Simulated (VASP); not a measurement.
# HfC (CsCl type) (Pm-3m) in VASP: notebook, part 2 of 2

VASP 6.6.1. Earlier steps stand in the parts before.

**4. Single point, PBE (volume scaled by 0.8)**

The input, INCAR:

```
SYSTEM = HfC
PREC     = Accurate       ! precision mode
ENCUT    = 520            ! plane-wave cutoff, eV
EDIFF    = 1E-6           ! SCF threshold, eV
ISMEAR   = -1             ! smearing method
SIGMA    = 0.08           ! smearing width, eV
LREAL    = .False.        ! projectors in reciprocal space
LASPH    = .True.         ! aspherical terms in the spheres
NELM     = 80             ! most SCF steps
ALGO     = Normal         ! electronic algorithm
ISIF     = 2              ! what is computed and relaxed
LWAVE    = .False.        ! write WAVECAR
LCHARG   = .False.        ! write CHGCAR
GGA      = PE             ! functional
NBANDS   = 14             ! bands
```

The input, KPOINTS:

```
regular mesh
0
Gamma
  14 14 14
  0 0 0
```

The input, POSCAR:

```
HfC
1.0
    2.6934721103      0.0000000000      0.0000000000
    0.0000000000      2.6934721103      0.0000000000
    0.0000000000      0.0000000000      2.6934721103
Hf C
1 1
Direct
    0.0000000000      0.0000000000      0.0000000000
    0.5000000000      0.5000000000      0.5000000000
```

Potentials or basis: VASP PAW PBE potentials, release 64 (Hf_pv, C).

Run with:

```sh
> cat potpaw_PBE.64/Hf_pv/POTCAR potpaw_PBE.64/C/POTCAR > POTCAR
> mpirun -np 1 vasp_std > vasp.out
```

OUTCAR:

```text
SYSTEM = HfC
   PREC = Accurate
   ENCUT = 520
   EDIFF = 1E-6
   ISMEAR = -1
   LREAL = .False.
   LASPH = .True.
   NELM = 80
   ISIF = 2
   GGA = PE

 ion  position               nearest neighbor table
   1  0.000  0.000  0.000-   2 2.33   2 2.33   2 2.33   2 2.33   2 2.33   2 2.33   2 2.33   2 2.33

   2  0.500  0.500  0.500-   1 2.33   1 2.33   1 2.33   1 2.33   1 2.33   1 2.33   1 2.33   1 2.33

  LATTYP: Found a simple cubic cell.
 ALAT       =     2.6934721103

  Lattice vectors:

 A1 = (   2.6934721103,   0.0000000000,   0.0000000000)
 A2 = (   0.0000000000,   2.6934721103,   0.0000000000)
 A3 = (   0.0000000000,   0.0000000000,   2.6934721103)

Analysis of symmetry for initial positions (statically):
=====================================================================
 Subroutine PRICEL returns:
 Original cell was already a primitive cell.

 Routine SETGRP: Setting up the symmetry group for a
 simple cubic supercell.

 Subroutine GETGRP returns: Found 48 space group operations
 (whereof 48 operations were pure point group operations)
 out of a pool of 48 trial point group operations.

The static configuration has the point symmetry O_h .

Analysis of symmetry for dynamics (positions and initial velocities):
=====================================================================
 Subroutine PRICEL returns:
 Original cell was already a primitive cell.

 Routine SETGRP: Setting up the symmetry group for a
 simple cubic supercell.

 Subroutine GETGRP returns: Found 48 space group operations
 (whereof 48 operations were pure point group operations)
 out of a pool of 48 trial point group operations.

The dynamic configuration has the point symmetry O_h .

 Subroutine INISYM returns: Found 48 space group operations
 (whereof 48 operations are pure point group operations),
 and found     1 'primitive' translations

[... 119 lines left out ...]
   GGA     = PE    functional components
   LHFCALC =     F    Hartree Fock is set to
   AEXX    =    0.0000 exact exchange contribution
   IVDW    =     0    specifies the selected vdW correction
   LEPSILON=     F    determine dielectric tensor
   LRPA    =     F    only Hartree local field effects (RPA)
 non-spin polarized calculation
  energy-cutoff  :      520.00
  volume of cell :       19.54
 maximum number of plane-waves:       552
   NGX = 11   NGY = 11   NGZ = 11

 number of electron      14.0000003 magnetization

 Free energy of the ion-electron system (eV)
  ---------------------------------------------------
  ext. energy  EPLUGINS =         0.00000000
  ---------------------------------------------------
  free energy    TOTEN  =       -17.51359108 eV

  energy without entropy =      -17.47977504  energy(sigma->0) =      -17.49668306

 E-fermi :   8.5976     XC(G=0): -13.6911

 val. band max:        8.5934965038   @ k =   0.4286   0.2143   0.2143
 cond. band min:       8.6079716525   @ k =   0.4286   0.2857   0.1429
 fundamental gap:      0.0144751487
 Fermi energy:         8.5976476582

 k-point     1 :       0.0000    0.0000    0.0000
  band No.  band energies     occupation
      1     -20.5631      2.00000
      2     -20.5631      2.00000
      3     -20.5631      2.00000
      4      -5.4613      2.00000
      5       5.8960      2.00000
      6       5.8960      2.00000
      7      10.0303      0.00000
      8      10.0303      0.00000
      9      10.0303      0.00000
     10      16.3137      0.00000
     11      16.3137      0.00000
     12      16.3137      0.00000
     13      18.9196      0.00000
     14      22.7380      0.00000
[... 377 lines left out ...]
      1     -22.1356      2.00000
      2     -21.1876      2.00000
      3     -20.3137      2.00000
      4      -2.1552      2.00000
      5       3.1338      2.00000
      6       6.3368      2.00000
      7       8.1759      1.98979
      8       8.7772      0.19167
      9      14.1977      0.00000
     10      14.9618      0.00000
     11      16.5969      0.00000
     12      17.7355      0.00000
     13      21.3457      0.00000
     14      22.7452      0.00000

 [... further k-points ...]

------------------------ aborting loop because EDIFF is reached ----------------------------------------

  FORCE on cell =-STRESS in cart. coord.  units (eV):
  Direction    XX          YY          ZZ          XY          YZ          ZX
  --------------------------------------------------------------------------------------
  -------------------------------------------------------------------------------------
  Total        8.3867438      8.3867438      8.3867438     -0.0000000      0.0000000     -0.0000000
  in kB      687.6485132    687.6485132    687.6485132     -0.0000000      0.0000000     -0.0000000
  external PRESSURE =     687.6485132 kB  Pullay stress =       0.0000000 kB

 VOLUME and BASIS-vectors are now :
 -----------------------------------------------------------------------------
  energy-cutoff  :      520.00
  volume of cell :       19.54
      direct lattice vectors                 reciprocal lattice vectors
     2.693472110  0.000000000  0.000000000     0.371267999  0.000000000  0.000000000
     0.000000000  2.693472110  0.000000000     0.000000000  0.371267999  0.000000000
     0.000000000  0.000000000  2.693472110     0.000000000  0.000000000  0.371267999

 POSITION                                       TOTAL-FORCE (eV/Angst)
 -----------------------------------------------------------------------------------
      0.00000      0.00000      0.00000         0.000000      0.000000      0.000000
      1.34674      1.34674      1.34674         0.000000      0.000000      0.000000
 -----------------------------------------------------------------------------------
    total drift:                                0.000000      0.000000      0.000000

  FREE ENERGIE OF THE ION-ELECTRON SYSTEM (eV)
  ---------------------------------------------------
  free  energy   TOTEN  =       -17.5135910774 eV

  energy  without entropy=      -17.4797750437  energy(sigma->0) =      -17.49668306
```

OSZICAR:

```text
N       E                     dE             d eps       ncg     rms          rms(c)
DAV:   1     0.298668229392E+02    0.29867E+02   -0.75002E+03  3384   0.988E+02
DAV:   2    -0.192994171641E+02   -0.49166E+02   -0.46288E+02  4302   0.212E+02
DAV:   3    -0.206723176043E+02   -0.13729E+01   -0.13681E+01  3840   0.263E+01
DAV:   4    -0.206761366114E+02   -0.38190E-02   -0.38187E-02  4162   0.168E+00
DAV:   5    -0.206761516851E+02   -0.15074E-04   -0.15073E-04  3906   0.890E-02    0.634E+01
DAV:   6    -0.177183539395E+02    0.29578E+01   -0.13631E+01  3666   0.194E+01    0.470E+01
DAV:   7    -0.175587252799E+02    0.15963E+00   -0.11071E+00  3834   0.632E+00    0.280E+01
DAV:   8    -0.175145607758E+02    0.44165E-01   -0.92586E-02  3772   0.236E+00    0.545E+00
DAV:   9    -0.175135874258E+02    0.97335E-03   -0.43222E-03  3802   0.551E-01    0.780E-01
DAV:  10    -0.175135996284E+02   -0.12203E-04   -0.23424E-04  4012   0.125E-01    0.601E-02
DAV:  11    -0.175135914316E+02    0.81967E-05   -0.15248E-05  3736   0.333E-02    0.968E-03
DAV:  12    -0.175135910774E+02    0.35424E-06   -0.17822E-06  3122   0.108E-02
   1 F= -.17513591E+02 E0= -.17496683E+02  d E =-.338160E-01
```

It took 8.8 s on 1 thread of Intel Xeon 6975P-C (Granite Rapids), shared host; peak memory 0.15 GiB.

What came out:

| Quantity | Value |
| --- | --- |
| Free energy | -17.5136 eV |
| Pressure | 68.8 GPa |
| Band gap on the k mesh | zero (band 7 reaches 10.03 eV, above the bottom of band 8 at 7.36 eV) |

Caveat: spin-orbit coupling is left out, which moves the levels of the heavy elements.

**5. Single point, PBE (volume scaled by 0.8)**

The input, INCAR:

```
PREC = Accurate
ENCUT = 520
EDIFF = 1E-7
ISMEAR = -1
SIGMA = 0.08
LREAL = False
LASPH = True
NELM = 80
ALGO = Normal
ISIF = 2
LWAVE = False
LCHARG = False
GGA = PE
NBANDS = 14
```

The input, KPOINTS:

```
regular mesh
0
Gamma
  14 14 14
```

POSCAR is that of step 4.

Run with:

```sh
> cat potpaw_PBE.64/Hf_pv/POTCAR potpaw_PBE.64/C/POTCAR > POTCAR
> mpirun -np 1 vasp_std > vasp.out
```

Wall time 9.4 s (1 thread of Intel Xeon 6975P-C (Granite Rapids), shared host); peak memory 0.15 GiB.

It converged, with:

```yaml
Free_energy: -17.5136 eV
Pressure: 68.8 GPa
Band_gap_on_the_k_mesh: zero (band 7 reaches 10.03 eV, above the bottom of band 8 at 7.36 eV)
```

Levels at points of the mesh, in eV from the Fermi level:
```tsv
k point	band 5	band 6	band 7	band 8	band 9	band 10
(0.00, 0.00, 0.00)	-2.70	-2.70	1.43	1.43	1.43	7.72
(0.50, 0.00, 0.00)	-7.72	-1.50	-1.50	-1.13	8.55	8.65
(0.50, 0.50, 0.00)	-2.63	-2.63	-1.20	2.20	3.63	3.63
(0.50, 0.50, 0.50)	-7.05	-7.05	-7.05	11.72	11.72	11.72
```

Caveat: spin-orbit coupling is left out, which moves the levels of the heavy elements.

**6. Single point, PBE (volume scaled by 0.88)**

The input, INCAR:

```
SYSTEM = HfC
PREC = Accurate
ENCUT = 520
EDIFF = 1E-6
ISMEAR = -1
SIGMA = 0.08
LREAL = .False.
LASPH = .True.
NELM = 60
ALGO = Normal
ISIF = 2
LWAVE = .False.
LCHARG = .False.
GGA = PE
NBANDS = 14
```

The input, KPOINTS:

```
Automatic mesh
0
Gamma
  14 14 14
  0 0 0
```

The input, POSCAR:

```
HfC
1.0
    2.7804177010      0.0000000000      0.0000000000
    0.0000000000      2.7804177010      0.0000000000
    0.0000000000      0.0000000000      2.7804177010
Hf C
1 1
Direct
    0.0000000000      0.0000000000      0.0000000000
    0.5000000000      0.5000000000      0.5000000000
```

Potentials or basis: VASP PAW PBE potentials, release 64 (Hf_pv, C).

Run with:

```sh
> cat potpaw_PBE.64/Hf_pv/POTCAR potpaw_PBE.64/C/POTCAR > POTCAR
> mpirun -np 1 vasp_std > vasp.out
```

Wall time 9.3 s (1 thread of Intel Xeon 6975P-C (Granite Rapids), shared host); peak memory 0.16 GiB.

The run converged. Its results:

| Item | Value |
| --- | --- |
| Free energy | -18.1117 eV |
| Pressure | 31.9 GPa |
| Band gap on the k mesh | zero (band 7 reaches 8.96 eV, above the bottom of band 8 at 6.68 eV) |

Levels at points of the mesh, in eV from the Fermi level:
```
           k point  band 5  band 6  band 7  band 8  band 9  band 10
(0.00, 0.00, 0.00)   -2.32   -2.32    1.26    1.26    1.26     7.01
(0.50, 0.00, 0.00)   -7.29   -1.28   -1.28   -0.93    7.71     7.83
(0.50, 0.50, 0.00)   -2.66   -2.66   -1.18    2.10    3.42     3.42
(0.50, 0.50, 0.50)   -6.33   -6.33   -6.33   10.33   10.33    10.33
```

Caveat: spin-orbit coupling is left out, which moves the levels of the heavy elements.

**7. Overview**

```csv
cell,gap on the mesh (eV),pressure (GPa)
"a = 2.601 Å, 2 atoms",none,126.1
"a = 2.693 Å, 2 atoms",none,68.8
"a = 2.780 Å, 2 atoms",none,31.9
```

Alike in all rows: task single point; level PBE; potentials or basis VASP PAW PBE potentials, release 64 (Hf_pv, C); no spin polarisation; k mesh 14 × 14 × 14; cutoff (eV) 520; smearing fermi-dirac 0.08 eV.

Caveats: spin-orbit coupling is left out, which moves the levels of the heavy elements.

Total energies depend on the potentials used, so only differences within one code and one set of settings carry meaning.
